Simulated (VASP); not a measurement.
Wanted: the native input for a VASP 6.6.1 run.

- Task: relaxation of cell and atoms
- Functional: LDA
- Potentials or basis: VASP PAW LDA potentials, release 64 (Ga_d)
- Cutoff: 600 eV
- k mesh: 8 × 8 × 11
- Occupations: fermi-dirac, width 0.1 eV
- Spin: no spin polarisation
- Dipole correction: no
- Further INCAR settings: ALGO = Normal; EDIFF = 1e-07; IBRION = 2; EDIFFG = -0.01; NSW = 80; ISIF = 3

The structure of Ga lies in POSCAR:

```
Ga
1.0
    4.8020307411      0.0000000000      0.0000000000
   -2.4010153706      4.1586806116      0.0000000000
    0.0000000000      0.0000000000      2.9436448443
Ga
3
Direct
    0.0000000000      0.0000000000      0.0000000000
    0.3333333333      0.6666666667      0.5000000000
    0.6666666667      0.3333333333      0.5000000000
```

This isn't the form of Ga at room conditions, which is orthorhombic.

These files were run (other wordings do the same):

INCAR

```
SYSTEM = Ga
PREC     = Accurate       ! precision mode
ENCUT    = 600            ! plane-wave cutoff, eV
EDIFF    = 1E-7           ! SCF threshold, eV
ISMEAR   = -1             ! smearing method
SIGMA    = 0.1            ! smearing width, eV
LREAL    = .FALSE.        ! projectors in reciprocal space
LASPH    = .TRUE.         ! aspherical terms in the spheres
NELM     = 80             ! most SCF steps
ALGO     = Normal         ! electronic algorithm
ISIF     = 3              ! what is computed and relaxed
LWAVE    = .FALSE.        ! write WAVECAR
LCHARG   = .FALSE.        ! write CHGCAR
GGA      = CA             ! functional
IBRION   = 2              ! ionic algorithm
NSW      = 80             ! ionic steps
EDIFFG   = -0.01          ! ionic threshold
```

KPOINTS

```
regular mesh
0
G
  8 8 11
  0 0 0
```

Potentials or basis: VASP PAW LDA potentials, release 64 (Ga_d).

Run with:

```bash
$ cat potpaw_LDA.64/Ga_d/POTCAR > POTCAR
$ mpirun -np 1 vasp_std > vasp.out
```

Results of the run:

```yaml
Relaxed_volume: 17.48 Å³/atom
Relaxed_cell: a = 4.556 Å, b = 4.556 Å, c = 2.916 Å, α = 90.00°, β = 90.00°, γ = 120.00°
Space_group_after_relaxing_to_0.1_Å: P6/mmm (No. 191)
Energy_gained_by_relaxing: 44.0 meV/atom
Ionic_steps: 13
Pressure_after_relaxing: 0.0 GPa
Band_gap_on_the_k_mesh: zero (an odd number of electrons rules out a gap without spin polarisation)
```

Run time: 15 min on 1 thread of Intel Xeon 8259CL (shared host), peak memory 0.22 GiB.
